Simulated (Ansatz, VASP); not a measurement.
# Two plane-wave programs on Si

```
CELL_PARAMETERS angstrom
3.87060 0.00000 0.00000
-1.93530 3.35203 0.00000
0.00000 0.00000 6.35758
ATOMIC_POSITIONS crystal
Si 0.33333 0.66667 0.99942
Si 0.66667 0.33333 0.49942
Si 0.33333 0.66667 0.37458
Si 0.66667 0.33333 0.87458
```

Change from the starting cell: strained cell.

Alike in both runs: task relaxation of the atoms; functional PBE; k mesh 9 × 9 × 6; occupations gaussian, width 0.02 eV; no spin polarisation.

|  | VASP | Ansatz |
| --- | --- | --- |
| version | VASP 6.6.1 | Ansatz 0.2.0 |
| potentials or method | VASP PAW PBE potentials, release 64 (Si), cutoff 520 eV | scalar-relativistic, plane waves, PAW |
| valence electrons in the cell | 16 | 16 |

```csv
,VASP,Ansatz,Ansatz less VASP
"gap on the k mesh at the Fermi level, each at its own relaxed structure (eV)",0.49,0.49,-0.001
```

Ansatz's warnings: stress scf threshold loose.
